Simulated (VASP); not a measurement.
# BaS (Pm-3m) in VASP: notebook, part 2 of 2

VASP 6.6.1.

## 3. Single point, PBE

This run uses another cell than the first one, of 28.34 Å³/atom.

File INCAR:

```
ALGO = Normal ; EDIFF = 1E-7
ENCUT = 520 ; GGA = PE
ISIF = 2 ; ISMEAR = -1
LASPH = True ; LCHARG = False
LREAL = False ; LWAVE = False
NBANDS = 15 ; NELM = 80
PREC = Accurate ; SIGMA = 0.02
```

File KPOINTS:

```
k-points
0
Gamma
  6 6 6
```

File POSCAR:

```
BaS
1.0
    3.8414027865      0.0000000000      0.0000000000
    0.0000000000      3.8414027865      0.0000000000
    0.0000000000      0.0000000000      3.8414027865
Ba S
1 1
Direct
    0.0000000000      0.0000000000      0.0000000000
    0.5000000000      0.5000000000      0.5000000000
```

Potentials or basis: VASP PAW PBE potentials, release 64 (Ba_sv, S).

Command:

```bash
cat potpaw_PBE.64/Ba_sv/POTCAR potpaw_PBE.64/S/POTCAR > POTCAR
mpirun -np 1 vasp_std > vasp.out
```

Run time: 32 s. Hardware: 1 thread of Intel Xeon 8259CL, shared host; peak memory 0.17 GiB.

The run converged. Its results:

```
Free energy            : -9.7496 eV
Pressure               : 0.9 GPa
Band gap on the k mesh : 1.45 eV (least direct gap 1.56 eV)
```

Levels at points of the mesh, in eV from the valence-band top:
```csv
k point,band 4,band 5,band 6,band 7,band 8,band 9,band 10,band 11,band 12,band 13
"(0.00, 0.00, 0.00)",-11.96,-11.06,-0.11,-0.11,-0.11,1.45,1.45,3.80,6.52,6.52
"(0.50, 0.00, 0.00)",-11.84,-9.86,-2.90,-0.73,-0.73,2.46,6.05,6.50,6.98,6.98
"(0.50, 0.50, 0.00)",-11.75,-10.64,-1.37,-1.37,0.00,2.20,3.33,4.32,4.32,8.79
"(0.50, 0.50, 0.50)",-12.58,-10.26,-2.76,-2.76,-2.76,7.29,7.29,7.29,7.74,7.74
```

Caveat: spin-orbit coupling is left out, which moves the levels of the heavy elements.

## 4. Single point, r2SCAN

File POSCAR:

```
BaS
1.0
    3.8337582597      0.0000000000      0.0000000000
    0.0000000000      3.8337582597      0.0000000000
    0.0000000000      0.0000000000      3.8337582597
Ba S
1 1
Direct
    0.0000000000      0.0000000000      0.0000000000
    0.5000000000      0.5000000000      0.5000000000
```

File INCAR.step1:

```
SYSTEM = BaS
  PREC = Accurate
  ENCUT = 520
  ISMEAR = -1
  SIGMA = 0.02
  LREAL = .False.
  LASPH = .True.
  NELM = 80
  NBANDS = 15
  GGA = PE
  ALGO = Normal
  EDIFF = 1E-4
  LWAVE = .True.
  LCHARG = .False.
```

File INCAR.step2:

```
SYSTEM = BaS
  PREC = Accurate
  ENCUT = 520
  EDIFF = 1E-6
  ISMEAR = -1
  SIGMA = 0.02
  LREAL = .False.
  LASPH = .True.
  NELM = 80
  ALGO = Normal
  ISIF = 2
  LWAVE = .False.
  LCHARG = .True.
  METAGGA = R2SCAN
  LMIXTAU = .True.
  LELF = .True.
  LVHAR = .True.
  NBANDS = 15
  ISTART = 1
```

File KPOINTS:

```
regular mesh
0
Gamma
  6 6 6
  0 0 0
```

Command:

```bash
cat potpaw_PBE.64/Ba_sv/POTCAR potpaw_PBE.64/S/POTCAR > POTCAR
cp INCAR.step1 INCAR
mpirun -np 1 vasp_std > vasp.out
cp INCAR.step2 INCAR
mpirun -np 1 vasp_std > vasp.out
```

Run time: 93 s. Hardware: 1 thread of Intel Xeon 8259CL, shared host; peak memory 0.18 GiB.

The run converged. Its results:

* Free energy: -38.8023 eV
* Pressure: 1.0 GPa
* Band gap on the k mesh: 1.81 eV (least direct gap 1.91 eV)

Levels at points of the mesh, in eV from the valence-band top:
| k point | band 5 | band 6 | band 7 | band 8 | band 9 | band 10 | band 11 | band 12 |
| --- | --- | --- | --- | --- | --- | --- | --- | --- |
| (0.00, 0.00, 0.00) | -11.53 | -0.10 | -0.10 | -0.10 | 1.81 | 1.81 | 4.69 | 7.06 |
| (0.50, 0.00, 0.00) | -10.24 | -2.89 | -0.73 | -0.73 | 2.86 | 6.60 | 7.04 | 7.59 |
| (0.50, 0.50, 0.00) | -11.10 | -1.39 | -1.39 | 0.00 | 2.66 | 3.88 | 4.80 | 4.80 |
| (0.50, 0.50, 0.50) | -10.70 | -2.81 | -2.81 | -2.81 | 7.94 | 7.94 | 7.94 | 8.44 |

Caveat: the PAW data sets were made with another functional, which shifts forces and pressure a little; spin-orbit coupling is left out, which moves the levels of the heavy elements. A k mesh can miss the band edges.

## 5. Single point, r2SCAN

POSCAR is that of step 4.

File INCAR.step1:

```
SYSTEM = BaS
ALGO     = Normal         ! electronic algorithm
EDIFF    = 1E-4           ! SCF threshold, eV
ENCUT    = 520            ! plane-wave cutoff, eV
GGA      = PE             ! functional
ISMEAR   = 0              ! smearing method
LASPH    = .TRUE.         ! aspherical terms in the spheres
LCHARG   = .FALSE.        ! write CHGCAR
LREAL    = .FALSE.        ! projectors in reciprocal space
LWAVE    = .TRUE.         ! write WAVECAR
NBANDS   = 15             ! bands
NELM     = 80             ! most SCF steps
PREC     = Accurate       ! precision mode
SIGMA    = 0.01           ! smearing width, eV
```

File INCAR.step2:

```
SYSTEM = BaS
ALGO     = Normal         ! electronic algorithm
EDIFF    = 1E-6           ! SCF threshold, eV
ENCUT    = 520            ! plane-wave cutoff, eV
ISIF     = 2              ! what is computed and relaxed
ISMEAR   = 0              ! smearing method
ISTART   = 1            
LASPH    = .TRUE.         ! aspherical terms in the spheres
LCHARG   = .FALSE.        ! write CHGCAR
LMIXTAU  = .TRUE.       
LREAL    = .FALSE.        ! projectors in reciprocal space
LWAVE    = .FALSE.        ! write WAVECAR
METAGGA  = R2SCAN         ! meta-GGA
NBANDS   = 15             ! bands
NELM     = 80             ! most SCF steps
PREC     = Accurate       ! precision mode
SIGMA    = 0.01           ! smearing width, eV
```

File KPOINTS:

```
k-points
0
G
  6 6 6
  0 0 0
```

Command:

```bash
cat potpaw_PBE.64/Ba_sv/POTCAR potpaw_PBE.64/S/POTCAR > POTCAR
cp INCAR.step1 INCAR
mpirun -np 1 vasp_std > vasp.out
cp INCAR.step2 INCAR
mpirun -np 1 vasp_std > vasp.out
```

Wall time 99 s (1 thread of Intel Xeon 8259CL, shared host); peak memory 0.18 GiB.

The run converged. Its results:

```
Free energy            : -38.8023 eV
Pressure               : 1.0 GPa
Band gap on the k mesh : 1.81 eV (least direct gap 1.91 eV)
```

Levels at points of the mesh, in eV from the valence-band top:
```
           k point  band 5  band 6  band 7  band 8  band 9  band 10  band 11  band 12
(0.00, 0.00, 0.00)  -11.53   -0.10   -0.10   -0.10    1.81     1.81     4.69     7.06
(0.50, 0.00, 0.00)  -10.24   -2.89   -0.73   -0.73    2.86     6.60     7.04     7.59
(0.50, 0.50, 0.00)  -11.10   -1.39   -1.39    0.00    2.66     3.88     4.80     4.80
(0.50, 0.50, 0.50)  -10.70   -2.81   -2.81   -2.81    7.94     7.94     7.94     8.44
```

Caveat: the PAW data sets were made with another functional, which shifts forces and pressure a little; spin-orbit coupling is left out, which moves the levels of the heavy elements. A k mesh can miss the band edges.

## 6. Relaxation of cell and atoms, PBEsol

This run uses another cell than the first one, of 28.34 Å³/atom.

File INCAR:

```
SYSTEM = BaS
ALGO     = Normal         ! electronic algorithm
EDIFF    = 1E-7           ! SCF threshold, eV
EDIFFG   = -0.005         ! ionic threshold
ENCUT    = 600            ! plane-wave cutoff, eV
GGA      = PS             ! functional
IBRION   = 2              ! ionic algorithm
ISIF     = 3              ! what is computed and relaxed
ISMEAR   = -1             ! smearing method
LASPH    = .True.         ! aspherical terms in the spheres
LCHARG   = .False.        ! write CHGCAR
LREAL    = .False.        ! projectors in reciprocal space
LWAVE    = .False.        ! write WAVECAR
NELM     = 80             ! most SCF steps
NSW      = 80             ! ionic steps
PREC     = Accurate       ! precision mode
SIGMA    = 0.02           ! smearing width, eV
```

File KPOINTS:

```
k-points
0
Gamma
  6 6 6
  0 0 0
```

File POSCAR:

```
BaS
1.0
    3.8414027865      0.0000000000      0.0000000000
    0.0000000000      3.8414027865      0.0000000000
    0.0000000000      0.0000000000      3.8414027865
Ba S
1 1
Direct
    0.0000000000      0.0000000000      0.0000000000
    0.5000000000      0.5000000000      0.5000000000
```

Potentials or basis: VASP PAW PBE potentials, release 64 (Ba_sv, S).

Command:

```bash
cat potpaw_PBE.64/Ba_sv/POTCAR potpaw_PBE.64/S/POTCAR > POTCAR
mpirun -np 1 vasp_std > vasp.out
```

Run time: 42 s. Hardware: 1 thread of Intel Xeon 8259CL, shared host; peak memory 0.2 GiB.

Results (log left out):

- Free energy: -10.3777 eV
- Relaxed volume: 27.41 Å³/atom
- Relaxed cell: a = 3.799 Å, b = 3.799 Å, c = 3.799 Å, α = 90.00°, β = 90.00°, γ = 90.00°
- Space group after relaxing (to 0.1 Å): Pm-3m (No. 221)
- Energy gained by relaxing: 4.8 meV/atom
- Ionic steps: 3
- Pressure after relaxing: 0.0 GPa
- Band gap on the k mesh: 1.27 eV (least direct gap 1.37 eV)

The path:
```
step  energy change (eV)  largest force (eV/Å)  pressure (GPa)  volume (Å³)
   1              0.0000                0.0000           -1.59        56.69
   2             -0.0091                0.0000            0.39        54.40
   3             -0.0096                0.0000            0.00        54.81
```

Final structure:
```
Ba S
1.0
     3.79862    0.00000    0.00000
     0.00000    3.79862    0.00000
     0.00000    0.00000    3.79862
Ba S
1 1
Direct
  0.00000 0.00000 0.00000
  0.50000 0.50000 0.50000
```

Levels at points of the mesh, in eV from the valence-band top:
```csv
k point,band 5,band 6,band 7,band 8,band 9,band 10,band 11,band 12
"(0.00, 0.00, 0.00)",-11.13,-0.10,-0.10,-0.10,1.27,1.27,3.88,6.65
"(0.50, 0.00, 0.00)",-9.76,-3.05,-0.78,-0.78,2.35,6.19,6.35,7.16
"(0.50, 0.50, 0.00)",-10.69,-1.39,-1.39,0.00,2.09,3.31,4.30,4.30
"(0.50, 0.50, 0.50)",-10.27,-2.94,-2.94,-2.94,7.52,7.52,7.52,7.84
```

Caveat: the PAW data sets were made with another functional, which shifts forces and pressure a little; spin-orbit coupling is left out, which moves the levels of the heavy elements. A k mesh can miss the band edges.

## 7. The runs side by side

```csv
task,level,potentials or basis,cell,cutoff (eV),smearing,gap on the mesh (eV),pressure (GPa)
single point,LDA,"VASP PAW LDA potentials, release 64 (Ba_sv, S)","a = 3.834 Å, 2 atoms",520,gaussian 0.01 eV,1.24,-2.9
single point,PBE,"VASP PAW PBE potentials, release 64 (Ba_sv, S)","a = 3.841 Å, 2 atoms",520,fermi-dirac 0.02 eV,1.45,0.9
single point,r2SCAN,"VASP PAW PBE potentials, release 64 (Ba_sv, S)","a = 3.834 Å, 2 atoms",520,fermi-dirac 0.02 eV,1.81,1.0
single point,r2SCAN,"VASP PAW PBE potentials, release 64 (Ba_sv, S)","a = 3.834 Å, 2 atoms",520,gaussian 0.01 eV,1.81,1.0
relaxation of cell and atoms,PBEsol,"VASP PAW PBE potentials, release 64 (Ba_sv, S)","relaxed from a = 3.841 Å, 2 atoms",600,fermi-dirac 0.02 eV,1.27,0.0
```

Alike in all rows: no spin polarisation; k mesh 6 × 6 × 6.

Caveats: spin-orbit coupling is left out, which moves the levels of the heavy elements; the PAW data sets were made with another functional, which shifts forces and pressure a little (at least some runs).

Absolute energies hang on the potentials; compare differences alone.
